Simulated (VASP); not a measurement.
# GaCo (Pm-3m) in VASP: notebook, part 2 of 2

VASP 6.6.1. The steps go on from the part before.

### 3 Single point, RPBE+D3(BJ)+U, collinear spin, ferromagnetic start

This run uses another cell than the first one, of 10.97 Å³/atom, 0.783 times its volume.

INCAR reads:

```
ALGO     = Normal         # electronic algorithm
EDIFF    = 1E-6           # SCF threshold, eV
ENCUT    = 520            # plane-wave cutoff, eV
GGA      = RP             # functional
ISIF     = 2              # what is computed and relaxed
ISMEAR   = -5             # smearing method
ISPIN    = 2              # spin polarisation
IVDW     = 12             # dispersion correction
LASPH    = T              # aspherical terms in the spheres
LCHARG   = F              # write CHGCAR
LDAU     = T              # DFT+U
LDAUJ    = 0 0          
LDAUL    = -1 2           # shell
LDAUPRINT= 1            
LDAUTYPE = 2            
LDAUU    = 0 8            # U, eV
LMAXMIX  = 4              # l up to which the mixer works
LORBIT   = 11             # projections on sites
LREAL    = F              # projectors in reciprocal space
LWAVE    = F              # write WAVECAR
MAGMOM   = 0 2            # initial moments
NBANDS   = 22             # bands
NELM     = 150            # most SCF steps
NUPDOWN  = 0.0            # fixed moment
PREC     = Accurate       # precision mode
SIGMA    = 0.1            # smearing width, eV
```

KPOINTS reads:

```
k-points
0
Gamma
  9 9 9
```

POSCAR reads:

```
GaCo
1.0
    2.7991106419      0.0000000000      0.0000000000
    0.0000000000      2.7991106419      0.0000000000
    0.0000000000      0.0000000000      2.7991106419
Ga Co
1 1
Direct
    0.5000000000      0.5000000000      0.5000000000
    0.0000000000      0.0000000000      0.0000000000
```

Potentials or basis: VASP PAW PBE potentials, release 64 (Ga_d, Co).

Started as:

```sh
$ cat potpaw_PBE.64/Ga_d/POTCAR potpaw_PBE.64/Co/POTCAR > POTCAR
$ mpirun -np 1 vasp_std > vasp.out
```

OUTCAR:

```text
EDIFF = 1E-6
   ENCUT = 520
   GGA = RP
   ISIF = 2
   ISMEAR = -5
   ISPIN = 2
   IVDW = 12
   LASPH = T
   LORBIT = 11
   LREAL = F
   NELM = 150
   NUPDOWN = 0.0
   PREC = Accurate
 IVDW          = 12

 ion  position               nearest neighbor table
   1  0.500  0.500  0.500-   2 2.42   2 2.42   2 2.42   2 2.42   2 2.42   2 2.42   2 2.42   2 2.42

   2  0.000  0.000  0.000-   1 2.42   1 2.42   1 2.42   1 2.42   1 2.42   1 2.42   1 2.42   1 2.42

  LATTYP: Found a simple cubic cell.
 ALAT       =     2.7991106419

  Lattice vectors:

 A1 = (   2.7991106419,   0.0000000000,   0.0000000000)
 A2 = (   0.0000000000,   2.7991106419,   0.0000000000)
 A3 = (   0.0000000000,   0.0000000000,   2.7991106419)

Analysis of symmetry for initial positions (statically):
=====================================================================
 Subroutine PRICEL returns:
 Original cell was already a primitive cell.

 Routine SETGRP: Setting up the symmetry group for a
 simple cubic supercell.

 Subroutine GETGRP returns: Found 48 space group operations
 (whereof 48 operations were pure point group operations)
 out of a pool of 48 trial point group operations.

The static configuration has the point symmetry O_h .

Analysis of symmetry for dynamics (positions and initial velocities):
=====================================================================
 Subroutine PRICEL returns:
 Original cell was already a primitive cell.

 Routine SETGRP: Setting up the symmetry group for a
 simple cubic supercell.

 Subroutine GETGRP returns: Found 48 space group operations
 (whereof 48 operations were pure point group operations)
 out of a pool of 48 trial point group operations.

The dynamic configuration has the point symmetry O_h .

Analysis of structural, dynamic, and magnetic symmetry:
=====================================================================
 Subroutine PRICEL returns:
 Original cell was already a primitive cell.

 Routine SETGRP: Setting up the symmetry group for a
 simple cubic supercell.

 Subroutine GETGRP returns: Found 48 space group operations
 (whereof 48 operations were pure point group operations)
 out of a pool of 48 trial point group operations.

The overall configuration has the point symmetry O_h .

 Subroutine INISYM returns: Found 48 space group operations
 (whereof 48 operations are pure point group operations),
 and found     1 'primitive' translations

----------------------------------------------------------------------------------------

                                     Primitive cell

  volume of cell :      21.9311
[... 117 lines left out ...]
   angular momentum for each species LDAUL =    -1    2
   U (eV)           for each species LDAUU =   0.0  8.0
   J (eV)           for each species LDAUJ =   0.0  0.0
   GGA     = RP    functional components
   LHFCALC =     F    Hartree Fock is set to
   AEXX    =    0.0000 exact exchange contribution
   IVDW    =    12    specifies the selected vdW correction
   LEPSILON=     F    determine dielectric tensor
   LRPA    =     F    only Hartree local field effects (RPA)
 spin polarized calculation
 Fermi weights with tetrahedron method with Bloechl corrections
  energy-cutoff  :      520.00
  volume of cell :       21.93
 maximum number of plane-waves:       619
 NGX is ok and might be reduce to    24
   NGX = 11   NGY = 11   NGZ = 11

 number of electron      21.9999990 magnetization      -0.0000031

atom =   2  type =  2  l = 2

 onsite density matrix

spin component  1

  0.8950  0.0000  0.0000  0.0000 -0.0000
  0.0000  0.8950 -0.0000 -0.0000 -0.0000
  0.0000 -0.0000  0.6426  0.0000  0.0000
  0.0000 -0.0000  0.0000  0.8950  0.0000
 -0.0000 -0.0000  0.0000  0.0000  0.6426

spin component  2

  0.8950  0.0000  0.0000  0.0000 -0.0000
  0.0000  0.8950 -0.0000 -0.0000 -0.0000
  0.0000 -0.0000  0.6427  0.0000  0.0000
  0.0000 -0.0000  0.0000  0.8950  0.0000
 -0.0000 -0.0000  0.0000  0.0000  0.6427

 occupancies and eigenvectors

  o =  0.6426  v =  0.0000  0.0000  0.9999 -0.0000 -0.0128  0.0000  0.0000  0.0000  0.0000  0.0000      0.0000  0.0000  0.0000  0.0000  0.0000  0.0000  0.0000  0.0000  0.0000  0.0000
  o =  0.6426  v =  0.0000 -0.0000 -0.0128  0.0000 -0.9999  0.0000  0.0000  0.0000  0.0000  0.0000      0.0000  0.0000  0.0000  0.0000  0.0000  0.0000  0.0000  0.0000  0.0000  0.0000
  o =  0.6427  v =  0.0000  0.0000  0.0000  0.0000  0.0000  0.0000  0.0000  0.9999  0.0000 -0.0119      0.0000  0.0000  0.0000  0.0000  0.0000  0.0000  0.0000  0.0000  0.0000  0.0000
  o =  0.6427  v =  0.0000  0.0000  0.0000  0.0000  0.0000  0.0000 -0.0000  0.0119  0.0000  0.9999      0.0000  0.0000  0.0000  0.0000  0.0000  0.0000  0.0000  0.0000  0.0000  0.0000
  o =  0.8950  v =  0.0000  0.0000  0.0000  0.0000  0.0000  0.0000  0.9674  0.0000  0.2533  0.0000      0.0000  0.0000  0.0000  0.0000  0.0000  0.0000  0.0000  0.0000  0.0000  0.0000
  o =  0.8950  v =  0.0000  0.0000  0.0000  0.0000  0.0000  1.0000  0.0000  0.0000  0.0000  0.0000      0.0000  0.0000  0.0000  0.0000  0.0000  0.0000  0.0000  0.0000  0.0000  0.0000
  o =  0.8950  v =  0.0000  0.0000  0.0000  0.0000  0.0000  0.0000  0.2533  0.0000 -0.9674  0.0000      0.0000  0.0000  0.0000  0.0000  0.0000  0.0000  0.0000  0.0000  0.0000  0.0000
  o =  0.8950  v =  0.0000  0.9675 -0.0000  0.2530  0.0000  0.0000  0.0000  0.0000  0.0000  0.0000      0.0000  0.0000  0.0000  0.0000  0.0000  0.0000  0.0000  0.0000  0.0000  0.0000
  o =  0.8950  v =  0.0000 -0.2530  0.0000  0.9675  0.0000  0.0000  0.0000  0.0000  0.0000  0.0000      0.0000  0.0000  0.0000  0.0000  0.0000  0.0000  0.0000  0.0000  0.0000  0.0000
  o =  0.8950  v =  1.0000  0.0000  0.0000  0.0000  0.0000  0.0000  0.0000  0.0000  0.0000  0.0000      0.0000  0.0000  0.0000  0.0000  0.0000  0.0000  0.0000  0.0000  0.0000  0.0000

 number of electron      21.9999990 magnetization       0.0000005

 Free energy of the ion-electron system (eV)
  ---------------------------------------------------
  ext. energy  EPLUGINS =         0.00000000
  ---------------------------------------------------
  free energy    TOTEN  =        -2.76359724 eV

  energy without entropy =       -2.76359724  energy(sigma->0) =       -2.76359724

 E-fermi :  10.8517     XC(G=0): -13.4982

 val. band max:       11.0111254298   @ k =   0.4444   0.4444   0.3333
 cond. band min:      10.7805710635   @ k =   0.4444   0.4444   0.1111
 fundamental gap:     -0.2305543663
 Fermi energy:        10.8523564036

 spin component 1

 k-point     1 :       0.0000    0.0000    0.0000
  band No.  band energies     occupation
      1      -4.7334      1.00000
      2      -4.7334      1.00000
      3      -4.3094      1.00000
      4      -4.3094      1.00000
      5      -4.3094      1.00000
      6      -1.7435      1.00000
[... 1193 lines left out ...]
     21      35.3983      0.00000
     22      37.2336      0.00000

 [... further k-points ...]

------------------------ aborting loop because EDIFF is reached ----------------------------------------

 Edisp (eV)   -5.09977

 E8    (eV) :    -3.4165

  FORCE on cell =-STRESS in cart. coord.  units (eV):
  Direction    XX          YY          ZZ          XY          YZ          ZX
  --------------------------------------------------------------------------------------
  -------------------------------------------------------------------------------------
  Total      -3.46731    -3.46731    -3.46731    -0.00000     0.00000     0.00000
  in kB    -253.30435  -253.30435  -253.30435    -0.00000     0.00000     0.00000
  external pressure =     -253.30 kB  Pullay stress =        0.00 kB

 VOLUME and BASIS-vectors are now :
 -----------------------------------------------------------------------------
  energy-cutoff  :      520.00
  volume of cell :       21.93
      direct lattice vectors                 reciprocal lattice vectors
     2.799110642  0.000000000  0.000000000     0.357256332  0.000000000  0.000000000
     0.000000000  2.799110642  0.000000000     0.000000000  0.357256332  0.000000000
     0.000000000  0.000000000  2.799110642     0.000000000  0.000000000  0.357256332

 POSITION                                       TOTAL-FORCE (eV/Angst)
 -----------------------------------------------------------------------------------
      1.39956      1.39956      1.39956         0.000000      0.000000      0.000000
      0.00000      0.00000      0.00000         0.000000      0.000000      0.000000
 -----------------------------------------------------------------------------------
    total drift:                                0.000000      0.000000     -0.000000

  FREE ENERGIE OF THE ION-ELECTRON SYSTEM (eV)
  ---------------------------------------------------
  free  energy   TOTEN  =        -7.8633636247 eV

  energy  without entropy=       -7.8633636247  energy(sigma->0) =       -7.86336362

 total charge

# of ion       s       p       d       tot
------------------------------------------
    1        0.850   0.903  10.084  11.837
    2        0.392   0.511   7.896   8.799
--------------------------------------------------
tot          1.242   1.415  17.979  20.636

 magnetization (x)

# of ion       s       p       d       tot
------------------------------------------
    1        0.000   0.000   0.000   0.000
    2        0.000   0.000  -0.000  -0.000
--------------------------------------------------
tot          0.000   0.000  -0.000  -0.000
```

Run time: 46 s. Hardware: 1 thread of AMD EPYC 9R45 (Zen 5), shared host; peak memory 0.15 GiB.

Results:

```yaml
Free_energy: -7.8634 eV
Pressure: -25.3 GPa
Net_moment: 0.00 μB per cell
Valence_electrons_inside_the_program's_atomic_spheres: Ga 11.84; Co 8.80
Dispersion_energy_per_atom: -2.550 eV
```

Eigenvalues of the final occupation matrices:
```tsv
site	spin	trace	eigenvalues
site 2 d	1	3.97	0.64 0.64 0.90 0.90 0.90
site 2 d	2	3.97	0.64 0.64 0.90 0.90 0.90
```

Caveat: the moment is held away from its start; the starting moments collapsed, and a magnetic state may lie lower; the PAW data sets were made with another functional, which shifts forces and pressure a little; the total moment is fixed, so each spin has its own Fermi level; the U is typed as a test and isn't derived for this compound.

### 4 Single point, PBEsol+U, collinear spin, ferromagnetic start (volume scaled by 1.15)

INCAR reads:

```
SYSTEM = GaCo
PREC = Accurate ; ENCUT = 520
EDIFF = 1E-6 ; ISMEAR = -1
SIGMA = 0.05 ; LREAL = .FALSE.
LASPH = .TRUE. ; NELM = 150
ALGO = Fast ; ISIF = 2
LWAVE = .FALSE. ; LCHARG = .FALSE.
ISPIN = 2 ; MAGMOM = 0 2
LORBIT = 11 ; LMAXMIX = 4
LDAU = .TRUE. ; LDAUTYPE = 2
LDAUL = -1 2 ; LDAUU = 0 5.3
LDAUJ = 0 0 ; LDAUPRINT = 1
GGA = PS ; NBANDS = 22
```

KPOINTS reads:

```
Automatic mesh
0
G
  9 9 9
  0 0 0
```

POSCAR reads:

```
GaCo
1.0
    3.0187840121      0.0000000000      0.0000000000
    0.0000000000      3.0187840121      0.0000000000
    0.0000000000      0.0000000000      3.0187840121
Ga Co
1 1
Direct
    0.5000000000      0.5000000000      0.5000000000
    0.0000000000      0.0000000000      0.0000000000
```

Started as:

```sh
$ cat potpaw_PBE.64/Ga_d/POTCAR potpaw_PBE.64/Co/POTCAR > POTCAR
$ mpirun -np 1 vasp_std > vasp.out
```

Wall time 36 s (1 thread of AMD EPYC 9R45 (Zen 5), shared host); peak memory 0.14 GiB.

The run converged. Its results:

- Free energy: -7.6324 eV
- Pressure: -2.4 GPa
- Net moment: 1.81 μB per cell
- Site moments: Ga -0.04; Co +1.86 μB
- Valence electrons inside the program's atomic spheres: Ga 11.67; Co 8.18

Levels at points of the mesh, in eV from the Fermi level:
Spin up:
| k point | band 8 | band 9 | band 10 | band 11 | band 12 | band 13 | band 14 | band 15 | band 16 | band 17 |
| --- | --- | --- | --- | --- | --- | --- | --- | --- | --- | --- |
| (0.00, 0.00, 0.00) | -5.97 | -3.83 | -3.83 | -3.83 | 4.04 | 4.04 | 4.04 | 8.47 | 8.47 | 9.27 |
Spin down:
| k point | band 7 | band 8 | band 9 | band 10 | band 11 | band 12 | band 13 | band 14 |
| --- | --- | --- | --- | --- | --- | --- | --- | --- |
| (0.00, 0.00, 0.00) | -2.46 | -2.46 | -2.46 | 0.30 | 0.30 | 4.06 | 4.06 | 4.06 |

Eigenvalues of the final occupation matrices:
| site | spin | trace | eigenvalues |
| --- | --- | --- | --- |
| site 2 d | 1 | 4.65 | 0.92 0.92 0.92 0.95 0.95 |
| site 2 d | 2 | 2.79 | 0.08 0.08 0.88 0.88 0.88 |

Caveat: the cell differs from its parent crystal (volume scaled by 1.15); the PAW data sets were made with another functional, which shifts forces and pressure a little; the U is typed as a test and isn't derived for this compound. The state reached can hang on the start; a lower one may exist.

### 5 Single point, r2SCAN+U, collinear spin, ferromagnetic start

This run uses another cell than the first one, of 11.20 Å³/atom, 0.800 times its volume.

POSCAR reads:

```
GaCo
1.0
    2.8192488209      0.0000000000      0.0000000000
    0.0000000000      2.8192488209      0.0000000000
    0.0000000000      0.0000000000      2.8192488209
Ga Co
1 1
Direct
    0.5000000000      0.5000000000      0.5000000000
    0.0000000000      0.0000000000      0.0000000000
```

INCAR.step1 reads:

```
PREC     = Accurate       # precision mode
ENCUT    = 520            # plane-wave cutoff, eV
ISMEAR   = -5             # smearing method
SIGMA    = 0.1            # smearing width, eV
LREAL    = False          # projectors in reciprocal space
LASPH    = True           # aspherical terms in the spheres
NELM     = 150            # most SCF steps
ISPIN    = 2              # spin polarisation
MAGMOM   = 0 2            # initial moments
LMAXMIX  = 4              # l up to which the mixer works
LDAU     = True           # DFT+U
LDAUTYPE = 2            
LDAUL    = -1 2           # shell
LDAUU    = 0 6.2          # U, eV
LDAUJ    = 0 0          
NBANDS   = 22             # bands
GGA      = PE             # functional
ALGO     = Normal         # electronic algorithm
EDIFF    = 1E-4           # SCF threshold, eV
LWAVE    = True           # write WAVECAR
LCHARG   = False          # write CHGCAR
```

INCAR.step2 reads:

```
PREC     = Accurate       # precision mode
ENCUT    = 520            # plane-wave cutoff, eV
EDIFF    = 1E-7           # SCF threshold, eV
ISMEAR   = -5             # smearing method
SIGMA    = 0.1            # smearing width, eV
LREAL    = False          # projectors in reciprocal space
LASPH    = True           # aspherical terms in the spheres
NELM     = 150            # most SCF steps
ALGO     = Normal         # electronic algorithm
ISIF     = 2              # what is computed and relaxed
LWAVE    = False          # write WAVECAR
LCHARG   = False          # write CHGCAR
ISPIN    = 2              # spin polarisation
MAGMOM   = 0 2            # initial moments
LORBIT   = 11             # projections on sites
LMAXMIX  = 4              # l up to which the mixer works
LDAU     = True           # DFT+U
LDAUTYPE = 2            
LDAUL    = -1 2           # shell
LDAUU    = 0 6.2          # U, eV
LDAUJ    = 0 0          
LDAUPRINT= 1            
METAGGA  = R2SCAN         # meta-GGA
LMIXTAU  = True         
NBANDS   = 22             # bands
ISTART   = 1
```

KPOINTS reads:

```
regular mesh
0
Gamma
  9 9 9
```

Started as:

```sh
$ cat potpaw_PBE.64/Ga_d/POTCAR potpaw_PBE.64/Co/POTCAR > POTCAR
$ cp INCAR.step1 INCAR
$ mpirun -np 1 vasp_std > vasp.out
$ cp INCAR.step2 INCAR
$ mpirun -np 1 vasp_std > vasp.out
```

It took 2.3 min on 1 thread of AMD EPYC 9R45 (Zen 5), shared host; peak memory 0.15 GiB.

The run converged. Its results:

* Free energy: -21.1253 eV
* Pressure: 35.7 GPa
* Net moment: 1.80 μB per cell
* Site moments: Ga -0.06; Co +1.87 μB
* Valence electrons inside the program's atomic spheres: Ga 11.93; Co 8.58

Levels at points of the mesh, in eV from the Fermi level:
Spin up:
```csv
k point,band 10,band 11,band 12,band 13,band 14,band 15
"(0.00, 0.00, 0.00)",-5.10,-5.10,4.61,4.61,4.61,8.91
```
Spin down:
```csv
k point,band 8,band 9,band 10,band 11,band 12,band 13
"(0.00, 0.00, 0.00)",-3.99,-3.99,0.37,0.37,4.58,4.58
```

Eigenvalues of the final occupation matrices:
```
    site  spin  trace               eigenvalues
site 2 d     1   4.70  0.92 0.92 0.92 0.97 0.97
site 2 d     2   2.86  0.07 0.07 0.90 0.90 0.90
```

Caveat: the PAW data sets were made with another functional, which shifts forces and pressure a little; the U is typed as a test and isn't derived for this compound; tetrahedron occupations give inexact forces and stress in metals. The state reached can hang on the start; a lower one may exist.

### 6 Overview

| level | U | cell | smearing | gap on the mesh (eV) | pressure (GPa) | moment (μB) |
| --- | --- | --- | --- | --- | --- | --- |
| revPBE+U | Co d U = 3.5 eV | a = 3.036 Å, 2 atoms | methfessel-paxton 0.2 eV | none | -1.8 | 1.48 |
| PBEsol+U | Co d U = 5.3 eV | a = 3.019 Å, 2 atoms | fermi-dirac 0.05 eV | none | -2.4 | 1.81 |
| r2SCAN+U | Co d U = 6.2 eV | a = 2.819 Å, 2 atoms | tetrahedron | none | 35.7 | 1.80 |

Alike in all rows: task single point; potentials or basis VASP PAW PBE potentials, release 64 (Ga_d, Co); spin collinear, ferromagnetic start; k mesh 9 × 9 × 9; cutoff (eV) 520.

Caveats: the PAW data sets were made with another functional, which shifts forces and pressure a little; the U is typed as a test and isn't derived for this compound; tetrahedron occupations give inexact forces and stress in metals (some runs).

Absolute energies hang on the potentials; compare differences alone.
